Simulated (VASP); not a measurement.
# GeS (Pnma) in VASP: a series of runs, part 2 of 2

VASP 6.6.1. Earlier steps stand in the parts before.

**3. Single point, PBE+D3(BJ) (19.44 Å³/atom)**

This run uses another cell than the first one, of 19.44 Å³/atom.

Contents of INCAR:

```
PREC     = Accurate       # precision mode
ENCUT    = 500            # plane-wave cutoff, eV
EDIFF    = 1E-6           # SCF threshold, eV
ISMEAR   = 0              # smearing method
SIGMA    = 0.02           # smearing width, eV
LREAL    = F              # projectors in reciprocal space
LASPH    = T              # aspherical terms in the spheres
NELM     = 120            # most SCF steps
ALGO     = Normal         # electronic algorithm
ISIF     = 2              # what is computed and relaxed
LWAVE    = F              # write WAVECAR
LCHARG   = F              # write CHGCAR
GGA      = PE             # functional
IVDW     = 12             # dispersion correction
NBANDS   = 50             # bands
GGA_COMPAT= F
```

Contents of KPOINTS:

```
regular mesh
0
Gamma
  4 8 6
```

Contents of POSCAR:

```
GeS
1.0
   10.2805893342      0.0000000000      0.0000000000
    0.0000000000      3.6632846981      0.0000000000
    0.0000000000      0.0000000000      4.1288571361
Ge S
4 4
Direct
    0.1190635625      0.2500000000      0.1189007779
    0.3809364375      0.7500000000      0.6189007779
    0.6190635625      0.2500000000      0.3810992221
    0.8809364375      0.7500000000      0.8810992221
    0.8527504861      0.2500000000      0.4934921370
    0.6472495139      0.7500000000     -0.0065078630
    0.3527504861      0.2500000000      1.0065078630
    0.1472495139      0.7500000000      0.5065078630
```

Potentials or basis: VASP PAW PBE potentials, release 64 (Ge_d, S).

Run with:

```console
$ cat potpaw_PBE.64/Ge_d/POTCAR potpaw_PBE.64/S/POTCAR > POTCAR
$ mpirun -np 1 vasp_std > vasp.out
```

OUTCAR:

```text
PREC = Accurate
   ENCUT = 500
   EDIFF = 1E-6
   ISMEAR = 0
   LREAL = F
   LASPH = T
   NELM = 120
   ISIF = 2
   GGA = PE
   IVDW = 12
 IVDW          = 12

 ion  position               nearest neighbor table
   1  0.119  0.250  0.119-   7 2.45   8 2.45   8 2.45
   2  0.381  0.750  0.619-   8 2.45   7 2.45   7 2.45
   3  0.619  0.250  0.381-   5 2.45   6 2.45   6 2.45
   4  0.881  0.750  0.881-   6 2.45   5 2.45   5 2.45
   5  0.853  0.250  0.493-   3 2.45   4 2.45   4 2.45
   6  0.647  0.750  0.993-   4 2.45   3 2.45   3 2.45
   7  0.353  0.250  0.007-   1 2.45   2 2.45   2 2.45
   8  0.147  0.750  0.507-   2 2.45   1 2.45   1 2.45

  LATTYP: Found a simple orthorhombic cell.
 ALAT       =     3.6632846981
 B/A-ratio  =     1.1270915248
 C/A-ratio  =     2.8063855751

  Lattice vectors:

 A1 = (   0.0000000000,   3.6632846981,   0.0000000000)
 A2 = (   0.0000000000,   0.0000000000,   4.1288571361)
 A3 = (  10.2805893342,   0.0000000000,   0.0000000000)

Analysis of symmetry for initial positions (statically):
=====================================================================
 Subroutine PRICEL returns:
 Original cell was already a primitive cell.

 Routine SETGRP: Setting up the symmetry group for a
 simple orthorhombic supercell.

 Subroutine GETGRP returns: Found  8 space group operations
 (whereof  2 operations were pure point group operations)
 out of a pool of  8 trial point group operations.

The static configuration has the point symmetry S_2 .
 The point group associated with its full space group is D_2h.

Analysis of symmetry for dynamics (positions and initial velocities):
=====================================================================
 Subroutine PRICEL returns:
 Original cell was already a primitive cell.

[... 142 lines left out ...]
  Fermi-wavevector in a.u.,A,eV,Ry     =   1.311793  2.478929 23.412918  1.720801
  Thomas-Fermi vector in A             =   2.442230
   LORBIT       =      0    0 simple, 1 ext, 2 COOP (PROOUT), +10 PAW based schemes
   GGA     = PE    functional components
   LHFCALC =     F    Hartree Fock is set to
   AEXX    =    0.0000 exact exchange contribution
   IVDW    =    12    specifies the selected vdW correction
   LEPSILON=     F    determine dielectric tensor
   LRPA    =     F    only Hartree local field effects (RPA)
 non-spin polarized calculation
 Gauss-broadening in eV      SIGMA  =   0.02
  energy-cutoff  :      500.00
  volume of cell :      155.50
 maximum number of plane-waves:      3972
 NGX is ok and might be reduce to    80
   NGX = 37   NGY = 13   NGZ = 15

 number of electron      80.0000061 magnetization

 Free energy of the ion-electron system (eV)
  ---------------------------------------------------
  ext. energy  EPLUGINS =         0.00000000
  ---------------------------------------------------
  free energy    TOTEN  =       -36.45510422 eV

  energy without entropy =      -36.45510422  energy(sigma->0) =      -36.45510422

 E-fermi :   5.7522     XC(G=0): -10.4195

 val. band max:        5.6647277368   @ k =   0.0000   0.0000   0.3333
 cond. band min:       6.5026868514   @ k =   0.0000   0.0000   0.0000
 fundamental gap:      0.8379591146
 Fermi energy:         5.7522349515

 k-point     1 :       0.0000    0.0000    0.0000
  band No.  band energies     occupation
      1     -18.8657      2.00000
      2     -18.8603      2.00000
      3     -18.8573      2.00000
      4     -18.8544      2.00000
      5     -18.8540      2.00000
      6     -18.8522      2.00000
[... 1261 lines left out ...]
     49      10.4021      0.00000
     50      10.4021      0.00000

 [... further k-points ...]

------------------------ aborting loop because EDIFF is reached ----------------------------------------

 Edisp (eV)   -2.65216

 E8    (eV) :    -1.0759

  FORCE on cell =-STRESS in cart. coord.  units (eV):
  Direction    XX          YY          ZZ          XY          YZ          ZX
  --------------------------------------------------------------------------------------
  -------------------------------------------------------------------------------------
  Total       1.54722     1.51759     1.57571     0.00000    -0.00000     0.00000
  in kB      15.94206    15.63671    16.23565     0.00000    -0.00000     0.00000
  external pressure =       15.94 kB  Pullay stress =        0.00 kB

 VOLUME and BASIS-vectors are now :
 -----------------------------------------------------------------------------
  energy-cutoff  :      500.00
  volume of cell :      155.50
      direct lattice vectors                 reciprocal lattice vectors
    10.280589334  0.000000000  0.000000000     0.097270688  0.000000000  0.000000000
     0.000000000  3.663284698  0.000000000     0.000000000  0.272979056  0.000000000
     0.000000000  0.000000000  4.128857136     0.000000000  0.000000000  0.242197772

 POSITION                                       TOTAL-FORCE (eV/Angst)
 -----------------------------------------------------------------------------------
      1.22404      0.91582      0.49092         0.002386     -0.000000     -0.004177
      3.91625      2.74746      2.55535        -0.002386      0.000000     -0.004177
      6.36434      0.91582      1.57350         0.002386     -0.000000      0.004177
      9.05655      2.74746      3.63793        -0.002386     -0.000000      0.004177
      8.76678      0.91582      2.03756         0.002361     -0.000000     -0.002448
      6.65411      2.74746      4.10199        -0.002361     -0.000000     -0.002448
      3.62648      0.91582      0.02687         0.002361      0.000000      0.002448
      1.51381      2.74746      2.09130        -0.002361     -0.000000      0.002448
 -----------------------------------------------------------------------------------
    total drift:                               -0.000000     -0.000000     -0.000000

  FREE ENERGIE OF THE ION-ELECTRON SYSTEM (eV)
  ---------------------------------------------------
  free  energy   TOTEN  =       -39.1072594320 eV

  energy  without entropy=      -39.1072594320  energy(sigma->0) =      -39.10725943
```

Run time: 9.5 min. Hardware: 1 thread of Oxide Virtual Turin-like, shared host; peak memory 0.43 GiB.

Results:

```yaml
Free_energy: -39.1073 eV
Pressure: 1.6 GPa
Largest_force: 0.005 eV/Å
Band_gap_on_the_k_mesh: 0.84 eV (least direct gap 1.11 eV)
Dispersion_energy_per_atom: -0.332 eV
```

Forces in eV/Å, atoms in the order of the input:
```
Ge   0.002  0.000 -0.004
Ge  -0.002  0.000 -0.004
Ge   0.002  0.000  0.004
Ge  -0.002  0.000  0.004
S    0.002  0.000 -0.002
S   -0.002  0.000 -0.002
S    0.002  0.000  0.002
S   -0.002  0.000  0.002
```

A k mesh can miss the band edges.

**4. Relaxation of shape and atoms at fixed volume, PBE+D3(BJ) (23.50 Å³/atom)**

This run uses another cell than the first one, of 23.50 Å³/atom.

Contents of INCAR:

```
  PREC = Accurate
  ENCUT = 500
  EDIFF = 1E-7
  ISMEAR = 0
  SIGMA = 0.02
  LREAL = False
  LASPH = True
  NELM = 120
  ALGO = Normal
  ISIF = 4
  LWAVE = False
  LCHARG = False
  GGA = PE
  IVDW = 12
  IBRION = 2
  NSW = 50
  EDIFFG = -0.01
  GGA_COMPAT = False
  NELMIN = 4
  KPAR = 4
```

KPOINTS is that of step 3.

Contents of POSCAR:

```
GeS
1.0
   11.0549002105      0.0000000000      0.0000000000
    0.0000000000      3.7176947725      0.0000000000
    0.0000000000      0.0000000000      4.5734219785
Ge S
4 4
Direct
    0.1278191291      0.2500000000      0.1411307845
    0.3721808709      0.7500000000      0.6411307845
    0.6278191291      0.2500000000      0.3588692155
    0.8721808709      0.7500000000      0.8588692155
    0.8459937012      0.2500000000      0.5010781879
    0.6540062988      0.7500000000      0.0010781879
    0.3459937012      0.2500000000      0.9989218121
    0.1540062988      0.7500000000      0.4989218121
```

Potentials or basis: VASP PAW PBE potentials, release 64 (Ge_d, S).

Run with:

```console
$ cat potpaw_PBE.64/Ge_d/POTCAR potpaw_PBE.64/S/POTCAR > POTCAR
$ mpirun -np 4 vasp_std > vasp.out
```

OUTCAR:

```text
PREC = Accurate
   ENCUT = 500
   EDIFF = 1E-7
   ISMEAR = 0
   LREAL = False
   LASPH = True
   NELM = 120
   ISIF = 4
   GGA = PE
   IVDW = 12
   IBRION = 2
   NSW = 50
   EDIFFG = -0.01
   NELMIN = 4
 IVDW          = 12

 ion  position               nearest neighbor table
   1  0.128  0.250  0.141-   8 2.49   8 2.49   7 2.50
   2  0.372  0.750  0.641-   7 2.49   7 2.49   8 2.50
   3  0.628  0.250  0.359-   6 2.49   6 2.49   5 2.50
   4  0.872  0.750  0.859-   5 2.49   5 2.49   6 2.50
   5  0.846  0.250  0.501-   4 2.49   4 2.49   3 2.50
   6  0.654  0.750  0.001-   3 2.49   3 2.49   4 2.50
   7  0.346  0.250  0.999-   2 2.49   2 2.49   1 2.50
   8  0.154  0.750  0.499-   1 2.49   1 2.49   2 2.50

  LATTYP: Found a simple orthorhombic cell.
 ALAT       =     3.7176947725
 B/A-ratio  =     1.2301768322
 C/A-ratio  =     2.9735900570
[... 196 lines left out ...]

  energy without entropy =      -36.57818458  energy(sigma->0) =      -36.57818458

------------------------ aborting loop because EDIFF is reached ----------------------------------------

 Edisp (eV)   -2.45284

 E8    (eV) :    -1.0035
[... 313 lines left out ...]
--------------------------------------- Ionic step        8  -------------------------------------------

 number of electron      80.0000029 magnetization

 Free energy of the ion-electron system (eV)
  ---------------------------------------------------
  ext. energy  EPLUGINS =         0.00000000
  ---------------------------------------------------
  free energy    TOTEN  =       -36.61926173 eV

  energy without entropy =      -36.61926173  energy(sigma->0) =      -36.61926173

 E-fermi :   3.7795     XC(G=0):  -9.3955

 val. band max:        3.6846119970   @ k =   0.0000   0.0000   0.0000
 cond. band min:       4.9906453702   @ k =   0.0000   0.0000   0.0000
 fundamental gap:      1.3060333732
 Fermi energy:         3.7794521927

 k-point     1 :       0.0000    0.0000    0.0000
  band No.  band energies     occupation
      1     -20.6937      2.00000
      2     -20.6928      2.00000
      3     -20.6878      2.00000
      4     -20.6872      2.00000
      5     -20.6850      2.00000
      6     -20.6847      2.00000
[... 1213 lines left out ...]
     47       7.6344      0.00000
     48       7.6344      0.00000

 [... further k-points ...]

------------------------ aborting loop because EDIFF is reached ----------------------------------------

 Edisp (eV)   -2.44415

 E8    (eV) :    -0.9995
[... 31 lines left out ...]
  FREE ENERGIE OF THE ION-ELECTRON SYSTEM (eV)
  ---------------------------------------------------
  free  energy   TOTEN  =       -39.0634092384 eV

  energy  without entropy=      -39.0634092384  energy(sigma->0) =      -39.06340924

 reached required accuracy - stopping structural energy minimisation
```

OSZICAR:

```text
N       E                     dE             d eps       ncg     rms          rms(c)
DAV:   1     0.921579198046E+03    0.92158E+03   -0.36148E+04  7368   0.343E+03
DAV:   2     0.147697050202E+03   -0.77388E+03   -0.74323E+03  5760   0.100E+03
DAV:   3    -0.229320801126E+02   -0.17063E+03   -0.16371E+03  6736   0.232E+02
DAV:   4    -0.370533426654E+02   -0.14121E+02   -0.13969E+02  7000   0.737E+01
[... 82 lines left out ...]
DAV:   2    -0.366192973962E+02    0.46271E-04   -0.20883E-04  7520   0.198E-01    0.346E-02
DAV:   3    -0.366192641560E+02    0.33240E-04   -0.26512E-05  8656   0.617E-02    0.144E-02
DAV:   4    -0.366192612604E+02    0.28956E-05   -0.25680E-05  7616   0.361E-02    0.249E-03
DAV:   5    -0.366192617104E+02   -0.45004E-06   -0.54843E-06  6320   0.250E-02    0.244E-03
DAV:   6    -0.366192617280E+02   -0.17593E-07   -0.12664E-07  3736   0.380E-03
   8 F= -.39063409E+02 E0= -.39063409E+02  d E =-.684045E-03
```

CONTCAR:

```text
GeS
   1.00000000000000
    11.1479588042297486    0.0000000000000000    0.0000000000000000
     0.0000000000000000    3.6561030748230618    0.0000000000000000
     0.0000000000000000   -0.0000000000000000    4.6116468833710043
  Ge              S
     4     4
Direct
     0.1307812497959278    0.2500000000000000    0.1442508928645317
     0.3692187502040722    0.7500000000000000    0.6442508928645316
     0.6307812497959279    0.2500000000000000    0.3557491071354683
     0.8692187502040721    0.7500000000000000    0.8557491071354684
     0.8434008700902672    0.2500000000000000    0.5040068676963380
     0.6565991299097328    0.7500000000000000    0.0040068676963379
     0.3434008700902674    0.2500000000000000    0.9959931323036620
     0.1565991299097327    0.7500000000000000    0.4959931323036621

  0.00000000E+00  0.00000000E+00  0.00000000E+00
  0.00000000E+00  0.00000000E+00  0.00000000E+00
  0.00000000E+00  0.00000000E+00  0.00000000E+00
  0.00000000E+00  0.00000000E+00  0.00000000E+00
  0.00000000E+00  0.00000000E+00  0.00000000E+00
  0.00000000E+00  0.00000000E+00  0.00000000E+00
  0.00000000E+00  0.00000000E+00  0.00000000E+00
  0.00000000E+00  0.00000000E+00  0.00000000E+00
```

Wall time 20 min (4 MPI ranks of Oxide Virtual Turin-like, shared host); peak memory 0.54 GiB.

Results:

| Item | Value |
| --- | --- |
| Free energy | -39.0634 eV |
| Energy gained by relaxing | 4.0 meV/atom |
| Ionic steps | 8 |
| Pressure after relaxing | -2.8 GPa |
| Largest force after relaxing | 0.009 eV/Å |
| Band gap on the k mesh | 1.31 eV |
| Dispersion energy per atom | -0.306 eV |

Forces in eV/Å, atoms in the order of the input:
```
Ge   0.003  0.000 -0.002
Ge  -0.003  0.000 -0.002
Ge   0.003  0.000  0.002
Ge  -0.003  0.000  0.002
S   -0.009  0.000 -0.002
S    0.009  0.000 -0.002
S   -0.009  0.000  0.002
S    0.009  0.000  0.002
```

The path:
```csv
step,energy change (eV),largest force (eV/Å),pressure (GPa),volume (Å³)
1,0.0000,0.2530,-4.29,187.96
2,-0.0159,0.1469,-3.83,187.96
3,-0.0248,0.0715,-3.15,187.96
4,-0.0290,0.0376,-3.04,187.96
5,-0.0315,0.0369,-2.81,187.96
6,-0.0317,0.0202,-2.86,187.96
7,-0.0324,0.0114,-2.81,187.96
8,-0.0324,0.0091,-2.81,187.96
```

Final structure:
```cif
data_structure
_symmetry_space_group_name_H-M 'P 1'
_symmetry_Int_Tables_number 1
_cell_length_a 11.1480
_cell_length_b 3.6561
_cell_length_c 4.6116
_cell_angle_alpha 90.000
_cell_angle_beta 90.000
_cell_angle_gamma 90.000
_cell_volume 187.96
loop_
_atom_site_label
_atom_site_type_symbol
_atom_site_fract_x
_atom_site_fract_y
_atom_site_fract_z
_atom_site_occupancy
Ge1 Ge 0.13078 0.25000 0.14425 1
Ge2 Ge 0.36922 0.75000 0.64425 1
Ge3 Ge 0.63078 0.25000 0.35575 1
Ge4 Ge 0.86922 0.75000 0.85575 1
S1 S 0.84340 0.25000 0.50401 1
S2 S 0.65660 0.75000 0.00401 1
S3 S 0.34340 0.25000 0.99599 1
S4 S 0.15660 0.75000 0.49599 1
```

Levels at points of the mesh, in eV from the valence-band top:
```tsv
k point	band 37	band 38	band 39	band 40	band 41	band 42	band 43	band 44
(0.00, 0.00, 0.00)	-1.57	-0.86	-0.71	0.00	1.31	2.46	2.67	2.87
(0.50, 0.00, 0.00)	-1.69	-1.69	-0.32	-0.32	2.22	2.22	2.59	2.59
(0.00, 0.50, 0.00)	-1.54	-1.54	-1.15	-1.15	1.38	1.38	1.73	1.73
(0.50, 0.50, 0.00)	-1.45	-1.45	-1.45	-1.45	1.71	1.71	1.71	1.71
(0.00, 0.00, 0.50)	-1.04	-1.04	-0.46	-0.46	1.82	1.82	2.41	2.41
(0.50, 0.00, 0.50)	-0.91	-0.91	-0.47	-0.47	1.83	1.83	2.29	2.29
(0.00, 0.50, 0.50)	-1.69	-1.69	-1.10	-1.10	3.05	3.05	3.06	3.06
(0.50, 0.50, 0.50)	-1.26	-1.26	-1.26	-1.26	2.92	2.92	2.92	2.92
```

**5. Overview**

| task | cell | gap on the mesh (eV) | pressure (GPa) | largest force (eV/Å) |
| --- | --- | --- | --- | --- |
| single point | a = 10.155, b = 3.649, c = 4.058 Å, 8 atoms, atomic positions A | 0.68 | 2.5 | 0.01 |
| single point | a = 10.281, b = 3.663, c = 4.129 Å, 8 atoms, atomic positions B | 0.84 | 1.6 | - |
| relaxation of shape and atoms at fixed volume | relaxed from a = 11.055, b = 3.718, c = 4.573 Å, 8 atoms, atomic positions C | 1.31 | -2.8 | 0.01 |

Alike in all rows: level PBE+D3(BJ); potentials or basis VASP PAW PBE potentials, release 64 (Ge_d, S); no spin polarisation; k mesh 4 × 8 × 6; cutoff (eV) 500; smearing gaussian 0.02 eV.

Absolute energies hang on the potentials; compare differences alone.
